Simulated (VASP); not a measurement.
# TePb (zincblende type) (F-43m) in VASP: a series of runs

The runs below take TePb (zincblende type) through single point, with PBEsol.

Everything below comes from runs of VASP 6.6.1. Logs are shortened: lines on timing, memory, paths and dates and some standing lists are left out, and cuts for length are marked.

## Step 1: The cell of the first run

Symmetry: F-43m, No. 216, cubic system. The conventional cell has a = 5.902 Å, b = 5.902 Å, c = 5.902 Å, α = 90.00°, β = 90.00°, γ = 90.00°. Pb (site symmetry -43m) has 4 Te at 2.56 Å within 3.4 Å. Within 3.4 Å of Te (site symmetry -43m) lie 4 Pb at 2.56 Å.

## Step 2: Single point, PBEsol (25.70 Å³/atom)

File INCAR:

```
SYSTEM = TePb
  ALGO = Normal
  EDIFF = 1E-6
  ENCUT = 520
  GGA = PS
  ISIF = 2
  ISMEAR = -1
  LASPH = .True.
  LCHARG = .True.
  LELF = .True.
  LREAL = .False.
  LVHAR = .True.
  LWAVE = .False.
  NBANDS = 17
  NELM = 80
  PREC = Accurate
  SIGMA = 0.1
```

File KPOINTS:

```
k-points
0
Gamma
  11 11 11
  0 0 0
```

File POSCAR:

```
TePb
1.0
    0.0000000000      2.9509815391      2.9509815391
    2.9509815391      0.0000000000      2.9509815391
    2.9509815391      2.9509815391      0.0000000000
Pb Te
1 1
Direct
    0.0000000000      0.0000000000      0.0000000000
    0.2500000000      0.2500000000      0.2500000000
```

Potentials or basis: VASP PAW PBE potentials, release 64 (Pb_d, Te).

Started as:

```bash
$ cat potpaw_PBE.64/Pb_d/POTCAR potpaw_PBE.64/Te/POTCAR > POTCAR
$ mpirun -np 1 vasp_std > vasp.out
```

OUTCAR:

```text
SYSTEM = TePb
   EDIFF = 1E-6
   ENCUT = 520
   GGA = PS
   ISIF = 2
   ISMEAR = -1
   LASPH = .True.
   LREAL = .False.
   NELM = 80
   PREC = Accurate

 ion  position               nearest neighbor table
   1  0.000  0.000  0.000-   2 2.56   2 2.56   2 2.56   2 2.56
   2  0.250  0.250  0.250-   1 2.56   1 2.56   1 2.56   1 2.56

  LATTYP: Found a face centered cubic cell.
 ALAT       =     5.9019630782

  Lattice vectors:

 A1 = (   0.0000000000,   2.9509815391,   2.9509815391)
 A2 = (   2.9509815391,   0.0000000000,   2.9509815391)
 A3 = (   2.9509815391,   2.9509815391,   0.0000000000)

Analysis of symmetry for initial positions (statically):
=====================================================================
 Subroutine PRICEL returns:
 Original cell was already a primitive cell.

 Routine SETGRP: Setting up the symmetry group for a
 face centered cubic supercell.

 Subroutine GETGRP returns: Found 24 space group operations
 (whereof 24 operations were pure point group operations)
 out of a pool of 48 trial point group operations.

The static configuration has the point symmetry T_d .

Analysis of symmetry for dynamics (positions and initial velocities):
=====================================================================
 Subroutine PRICEL returns:
 Original cell was already a primitive cell.

 Routine SETGRP: Setting up the symmetry group for a
 face centered cubic supercell.

 Subroutine GETGRP returns: Found 24 space group operations
 (whereof 24 operations were pure point group operations)
 out of a pool of 48 trial point group operations.

The dynamic configuration has the point symmetry T_d .

 Subroutine INISYM returns: Found 24 space group operations
 (whereof 24 operations are pure point group operations),
 and found     1 'primitive' translations

----------------------------------------------------------------------------------------

                                     Primitive cell

  volume of cell :      51.3960

  direct lattice vectors                    reciprocal lattice vectors
     0.000000000  2.950981539  2.950981539    -0.169435150  0.169435150  0.169435150
     2.950981539  0.000000000  2.950981539     0.169435150 -0.169435150  0.169435150
     2.950981539  2.950981539  0.000000000     0.169435150  0.169435150 -0.169435150

  length of vectors
     4.173318115  4.173318115  4.173318115     0.293470289  0.293470289  0.293470289

  position of ions in fractional coordinates (direct lattice)
     0.000000000  0.000000000  0.000000000
     0.250000000  0.250000000  0.250000000

  ion indices of the primitive-cell ions
   primitive index   ion index
                 1           1
                 2           2

----------------------------------------------------------------------------------------

 KPOINTS: k-points

Automatic generation of k-mesh.
 Grid dimensions read from file:
 generate k-points for:   11   11   11

 Generating k-lattice:

  Cartesian coordinates                     Fractional coordinates (reciprocal lattice)
    -0.015403195  0.015403195  0.015403195     0.090909091  0.000000000  0.000000000
     0.015403195 -0.015403195  0.015403195     0.000000000  0.090909091  0.000000000
     0.015403195  0.015403195 -0.015403195     0.000000000  0.000000000  0.090909091

  Length of vectors
     0.026679117  0.026679117  0.026679117

  Shift w.r.t. Gamma in fractional coordinates (k-lattice)
     0.000000000  0.000000000  0.000000000

 Subroutine IBZKPT returns following result:
 ===========================================

 Found     56 irreducible k-points:

 Following reciprocal coordinates:
            Coordinates               Weight
  0.000000  0.000000  0.000000      1.000000
  0.090909  0.000000  0.000000      8.000000
  0.181818  0.000000  0.000000      8.000000
  0.272727  0.000000  0.000000      8.000000
  0.363636  0.000000  0.000000      8.000000
  0.454545  0.000000  0.000000      8.000000
[... 16 lines left out ...]
 -0.272727  0.181818  0.000000     24.000000
 -0.181818  0.181818  0.000000     12.000000
 [... further k-points ...]
   k-points           NKPTS =     56   k-points in BZ     NKDIM =     56   number of bands    NBANDS=     17
   number of dos      NEDOS =    301   number of ions     NIONS =      2
   total plane-waves  NPLWV =  32768
   dimension x,y,z NGX =    32 NGY =   32 NGZ =   32
   dimension x,y,z NGXF=    64 NGYF=   64 NGZF=   64
   ions per type =               1   1
   NGX,Y,Z   is equivalent  to a cutoff of  12.75, 12.75, 12.75 a.u.
   NGXF,Y,Z  is equivalent  to a cutoff of  25.49, 25.49, 25.49 a.u.
 SYSTEM =  TePb
   PREC   = accura    normal or accurate (medium, high low for compatibility)
   ISTART =      0    job   : 0-new  1-cont  2-samecut
   ICHARG =      2    charge: 1-file 2-atom 10-const
   ISPIN  =      1    spin polarized calculation?
   LNONCOLLINEAR =      F non collinear calculations
   LSORBIT =      F    spin-orbit coupling
   LASPH  =      T    aspherical Exc in radial PAW
   ENCUT  =  520.0 eV  38.22 Ry    6.18 a.u.   7.76  7.76  7.76*2*pi/ulx,y,z
   NELM   =     80;   NELMIN=  2; NELMDL= -5     # of ELM steps
   EDIFF  = 0.1E-05   stopping-criterion for ELM
   LREAL  =      F    real-space projection
   EDIFFG = 0.1E-04   stopping-criterion for IOM
   NSW    =      0    number of steps for IOM
   IBRION =     -1    ionic relax: 0-MD 1-quasi-New 2-CG
   NFREE  =      0    steps in history (QN), initial steepest desc. (CG)
   ISIF   =      2    stress and relaxation
   ISYM   =      2    0-nonsym 1-usesym 2-fastsym
   POTIM  = 0.5000    time-step for ionic-motion
   TEBEG  =    0.0;   TEEND  =   0.0 temperature during run
   PSTRESS=    0.0 pullay stress
   NELECT =      20.0000    total number of electrons
   NUPDOWN=      -1.0000    fix difference up-down
   EMIN   =  10.00;   EMAX   =-10.00  energy-range for DOS
   EFERMI =   0.00;   METHOD = LEGACY
   ISMEAR =    -1;   SIGMA  =   0.10  broadening in eV -4-tet -1-fermi 0-gaus
   EFERMI_NEDOS =   21; number of points for ismear=-14 and -15
   IALGO  =     38    algorithm
   IMIX   =      4    mixing-type and parameters
     AMIX     =   0.40;   BMIX     =  1.00
     AMIX_MAG =   1.60;   BMIX_MAG =  1.00
  volume/ion in A,a.u.               =      25.70       173.42
  Fermi-wavevector in a.u.,A,eV,Ry     =   1.195203  2.258606 19.436061  1.428510
  Thomas-Fermi vector in A             =   2.331174
   LORBIT       =      0    0 simple, 1 ext, 2 COOP (PROOUT), +10 PAW based schemes
   GGA     = PS    functional components
   LHFCALC =     F    Hartree Fock is set to
   AEXX    =    0.0000 exact exchange contribution
   IVDW    =     0    specifies the selected vdW correction
   LEPSILON=     F    determine dielectric tensor
   LRPA    =     F    only Hartree local field effects (RPA)
 non-spin polarized calculation
  energy-cutoff  :      520.00
  volume of cell :       51.40
 maximum number of plane-waves:      1411
   NGX = 15   NGY = 15   NGZ = 15

 number of electron      19.9999997 magnetization

 Free energy of the ion-electron system (eV)
  ---------------------------------------------------
  ext. energy  EPLUGINS =         0.00000000
  ---------------------------------------------------
  free energy    TOTEN  =        -3.40081438 eV

  energy without entropy =       -3.38113487  energy(sigma->0) =       -3.39097462

 E-fermi :  10.0607     XC(G=0): -10.5458

 val. band max:       10.0590067401   @ k =   0.1818   0.1818   0.0000
 cond. band min:      10.0785153626   @ k =   0.2727   0.2727   0.0000
 fundamental gap:      0.0195086225
 Fermi energy:        10.0607066447

 k-point     1 :       0.0000    0.0000    0.0000
  band No.  band energies     occupation
      1      -8.4531      2.00000
      2      -8.4531      2.00000
      3      -8.4531      2.00000
      4      -8.1735      2.00000
      5      -8.1735      2.00000
      6      -6.4957      2.00000
[... 9 lines left out ...]
     16      17.3764      0.00000
     17      17.3806      0.00000

 k-point     2 :       0.0909    0.0000    0.0000
  band No.  band energies     occupation
      1      -8.4776      2.00000
      2      -8.4474      2.00000
      3      -8.4474      2.00000
      4      -8.1741      2.00000
      5      -8.1741      2.00000
      6      -6.3716      2.00000
[... 9 lines left out ...]
     16      16.5489      0.00000
     17      17.0266      0.00000

 k-point     3 :       0.1818    0.0000    0.0000
  band No.  band energies     occupation
      1      -8.5365      2.00000
      2      -8.4327      2.00000
      3      -8.4327      2.00000
      4      -8.1751      2.00000
      5      -8.1751      2.00000
      6      -6.0172      2.00000
[... 9 lines left out ...]
     16      16.0567      0.00000
     17      17.0510      0.00000

 k-point     4 :       0.2727    0.0000    0.0000
  band No.  band energies     occupation
      1      -8.6029      2.00000
      2      -8.4148      2.00000
      3      -8.4148      2.00000
      4      -8.1748      2.00000
      5      -8.1748      2.00000
      6      -5.4766      2.00000
[... 9 lines left out ...]
     16      16.1364      0.00000
     17      18.7247      0.00000
[... 343 lines left out ...]
      1      -8.6982      2.00000
      2      -8.3776      2.00000
      3      -8.3742      2.00000
      4      -8.1793      2.00000
      5      -8.1766      2.00000
      6      -4.0938      2.00000
[... 9 lines left out ...]
     16      17.5719      0.00000
     17      20.5590      0.00000

 k-point    23 :      -0.2727    0.1818    0.0000
  band No.  band energies     occupation
      1      -8.6676      2.00000
      2      -8.3899      2.00000
      3      -8.3848      2.00000
      4      -8.1827      2.00000
      5      -8.1742      2.00000
      6      -4.6954      2.00000
[... 9 lines left out ...]
     16      18.4735      0.00000
     17      19.2231      0.00000

 k-point    24 :      -0.1818    0.1818    0.0000
  band No.  band energies     occupation
      1      -8.6231      2.00000
      2      -8.4094      2.00000
      3      -8.3977      2.00000
      4      -8.1839      2.00000
      5      -8.1719      2.00000
      6      -5.2965      2.00000
[... 9 lines left out ...]
     16      17.1545      0.00000
     17      18.9102      0.00000

 [... further k-points ...]

------------------------ aborting loop because EDIFF is reached ----------------------------------------

  FORCE on cell =-STRESS in cart. coord.  units (eV):
  Direction    XX          YY          ZZ          XY          YZ          ZX
  --------------------------------------------------------------------------------------
  -------------------------------------------------------------------------------------
  Total       17.5629102     17.5629102     17.5629102     -0.0000000     -0.0000000      0.0000000
  in kB      547.4917616    547.4917616    547.4917616     -0.0000000     -0.0000000      0.0000000
  external PRESSURE =     547.4917616 kB  Pullay stress =       0.0000000 kB

 VOLUME and BASIS-vectors are now :
 -----------------------------------------------------------------------------
  energy-cutoff  :      520.00
  volume of cell :       51.40
      direct lattice vectors                 reciprocal lattice vectors
     0.000000000  2.950981539  2.950981539    -0.169435150  0.169435150  0.169435150
     2.950981539  0.000000000  2.950981539     0.169435150 -0.169435150  0.169435150
     2.950981539  2.950981539  0.000000000     0.169435150  0.169435150 -0.169435150

 POSITION                                       TOTAL-FORCE (eV/Angst)
 -----------------------------------------------------------------------------------
      0.00000      0.00000      0.00000        -0.000000      0.000000     -0.000000
      1.47549      1.47549      1.47549         0.000000     -0.000000      0.000000
 -----------------------------------------------------------------------------------
    total drift:                                0.000000      0.000000      0.000000

  FREE ENERGIE OF THE ION-ELECTRON SYSTEM (eV)
  ---------------------------------------------------
  free  energy   TOTEN  =        -3.4008143765 eV

  energy  without entropy=       -3.3811348730  energy(sigma->0) =       -3.39097462
```

It took 53 s on 1 thread of Intel Xeon 8259CL, shared host; peak memory 0.2 GiB.

What came out:

```
Free energy            : -3.4008 eV
Pressure               : 54.7 GPa
Band gap on the k mesh : zero (bands 10 and 11 overlap by 1.59 eV)
```

Caveat: the cell stands under pressure; the PAW data sets were made with another functional, which shifts forces and pressure a little; spin-orbit coupling is left out, which moves the levels of the heavy elements.

## Step 3: Single point, PBEsol (33.64 Å³/atom)

This run uses another cell than the first one, of 33.64 Å³/atom.

File INCAR:

```
PREC     = Accurate       # precision mode
ENCUT    = 520            # plane-wave cutoff, eV
EDIFF    = 1E-6           # SCF threshold, eV
ISMEAR   = -1             # smearing method
SIGMA    = 0.1            # smearing width, eV
LREAL    = False          # projectors in reciprocal space
LASPH    = True           # aspherical terms in the spheres
NELM     = 80             # most SCF steps
ALGO     = Normal         # electronic algorithm
ISIF     = 2              # what is computed and relaxed
LWAVE    = False          # write WAVECAR
LCHARG   = True           # write CHGCAR
GGA      = PS             # functional
LELF     = True           # ELF
LVHAR    = True         
NBANDS   = 17             # bands
```

File KPOINTS:

```
Automatic mesh
0
Gamma
  11 11 11
```

File POSCAR:

```
TePb
1.0
    0.0000000000      3.2281702308      3.2281702308
    3.2281702308      0.0000000000      3.2281702308
    3.2281702308      3.2281702308      0.0000000000
Pb Te
1 1
Direct
    0.0000000000      0.0000000000      0.0000000000
    0.2500000000      0.2500000000      0.2500000000
```

Potentials or basis: VASP PAW PBE potentials, release 64 (Pb_d, Te).

Started as:

```bash
$ cat potpaw_PBE.64/Pb_d/POTCAR potpaw_PBE.64/Te/POTCAR > POTCAR
$ mpirun -np 1 vasp_std > vasp.out
```

OUTCAR:

```text
PREC = Accurate
   ENCUT = 520
   EDIFF = 1E-6
   ISMEAR = -1
   LREAL = False
   LASPH = True
   NELM = 80
   ISIF = 2
   GGA = PS

 ion  position               nearest neighbor table
   1  0.000  0.000  0.000-   2 2.80   2 2.80   2 2.80   2 2.80
   2  0.250  0.250  0.250-   1 2.80   1 2.80   1 2.80   1 2.80

  LATTYP: Found a face centered cubic cell.
 ALAT       =     6.4563404616

  Lattice vectors:

 A1 = (   0.0000000000,   3.2281702308,   3.2281702308)
 A2 = (   3.2281702308,   0.0000000000,   3.2281702308)
 A3 = (   3.2281702308,   3.2281702308,   0.0000000000)

Analysis of symmetry for initial positions (statically):
=====================================================================
 Subroutine PRICEL returns:
 Original cell was already a primitive cell.

 Routine SETGRP: Setting up the symmetry group for a
 face centered cubic supercell.

 Subroutine GETGRP returns: Found 24 space group operations
 (whereof 24 operations were pure point group operations)
 out of a pool of 48 trial point group operations.

The static configuration has the point symmetry T_d .

Analysis of symmetry for dynamics (positions and initial velocities):
=====================================================================
 Subroutine PRICEL returns:
 Original cell was already a primitive cell.

 Routine SETGRP: Setting up the symmetry group for a
 face centered cubic supercell.

 Subroutine GETGRP returns: Found 24 space group operations
 (whereof 24 operations were pure point group operations)
 out of a pool of 48 trial point group operations.

The dynamic configuration has the point symmetry T_d .

 Subroutine INISYM returns: Found 24 space group operations
 (whereof 24 operations are pure point group operations),
 and found     1 'primitive' translations

----------------------------------------------------------------------------------------

[... 108 lines left out ...]
   EFERMI_NEDOS =   21; number of points for ismear=-14 and -15
   IALGO  =     38    algorithm
   IMIX   =      4    mixing-type and parameters
     AMIX     =   0.40;   BMIX     =  1.00
     AMIX_MAG =   1.60;   BMIX_MAG =  1.00
  volume/ion in A,a.u.               =      33.64       227.02
  Fermi-wavevector in a.u.,A,eV,Ry     =   1.092576  2.064670 16.241584  1.193723
  Thomas-Fermi vector in A             =   2.228844
   LORBIT       =      0    0 simple, 1 ext, 2 COOP (PROOUT), +10 PAW based schemes
   GGA     = PS    functional components
   LHFCALC =     F    Hartree Fock is set to
   AEXX    =    0.0000 exact exchange contribution
   IVDW    =     0    specifies the selected vdW correction
   LEPSILON=     F    determine dielectric tensor
   LRPA    =     F    only Hartree local field effects (RPA)
 non-spin polarized calculation
  energy-cutoff  :      520.00
  volume of cell :       67.28
 maximum number of plane-waves:      1838
 NGX is ok and might be reduce to    36
   NGX = 17   NGY = 17   NGZ = 17

 number of electron      20.0000002 magnetization

 Free energy of the ion-electron system (eV)
  ---------------------------------------------------
  ext. energy  EPLUGINS =         0.00000000
  ---------------------------------------------------
  free energy    TOTEN  =        -6.61682801 eV

  energy without entropy =       -6.59430447  energy(sigma->0) =       -6.60556624

 E-fermi :   6.4227     XC(G=0):  -9.2314

 val. band max:        6.4167027360   @ k =  -0.3636   0.4545   0.1818
 cond. band min:       6.4734191674   @ k =  -0.4545   0.4545   0.0909
 fundamental gap:      0.0567164313
 Fermi energy:         6.4226548939

 k-point     1 :       0.0000    0.0000    0.0000
  band No.  band energies     occupation
      1     -11.0481      2.00000
      2     -11.0481      2.00000
      3     -11.0481      2.00000
      4     -10.9313      2.00000
      5     -10.9313      2.00000
      6      -7.5846      2.00000
[... 457 lines left out ...]
      4     -10.9341      2.00000
      5     -10.9295      2.00000
      6      -6.8073      2.00000
[... 9 lines left out ...]
     16      13.0141      0.00000
     17      15.0264      0.00000

 [... further k-points ...]

------------------------ aborting loop because EDIFF is reached ----------------------------------------

  FORCE on cell =-STRESS in cart. coord.  units (eV):
  Direction    XX          YY          ZZ          XY          YZ          ZX
  --------------------------------------------------------------------------------------
  -------------------------------------------------------------------------------------
  Total        7.2303478      7.2303478      7.2303478     -0.0000000      0.0000000      0.0000000
  in kB      172.1751583    172.1751583    172.1751583     -0.0000000      0.0000000      0.0000000
  external PRESSURE =     172.1751583 kB  Pullay stress =       0.0000000 kB

 VOLUME and BASIS-vectors are now :
 -----------------------------------------------------------------------------
  energy-cutoff  :      520.00
  volume of cell :       67.28
      direct lattice vectors                 reciprocal lattice vectors
     0.000000000  3.228170231  3.228170231    -0.154886504  0.154886504  0.154886504
     3.228170231  0.000000000  3.228170231     0.154886504 -0.154886504  0.154886504
     3.228170231  3.228170231  0.000000000     0.154886504  0.154886504 -0.154886504

 POSITION                                       TOTAL-FORCE (eV/Angst)
 -----------------------------------------------------------------------------------
      0.00000      0.00000      0.00000         0.000000      0.000000      0.000000
      1.61409      1.61409      1.61409        -0.000000     -0.000000     -0.000000
 -----------------------------------------------------------------------------------
    total drift:                                0.000000      0.000000      0.000000

  FREE ENERGIE OF THE ION-ELECTRON SYSTEM (eV)
  ---------------------------------------------------
  free  energy   TOTEN  =        -6.6168280061 eV

  energy  without entropy=       -6.5943044713  energy(sigma->0) =       -6.60556624
```

Run time: 95 s. Hardware: 1 thread of Intel Xeon 8259CL, shared host; peak memory 0.24 GiB.

Results:

- Free energy: -6.6168 eV
- Pressure: 17.2 GPa
- Band gap on the k mesh: zero (bands 10 and 11 overlap by 0.52 eV)

Caveat: the cell stands under pressure; semilocal functionals underestimate gaps, so a narrow gap can read as zero; the PAW data sets were made with another functional, which shifts forces and pressure a little; spin-orbit coupling is left out, which moves the levels of the heavy elements.
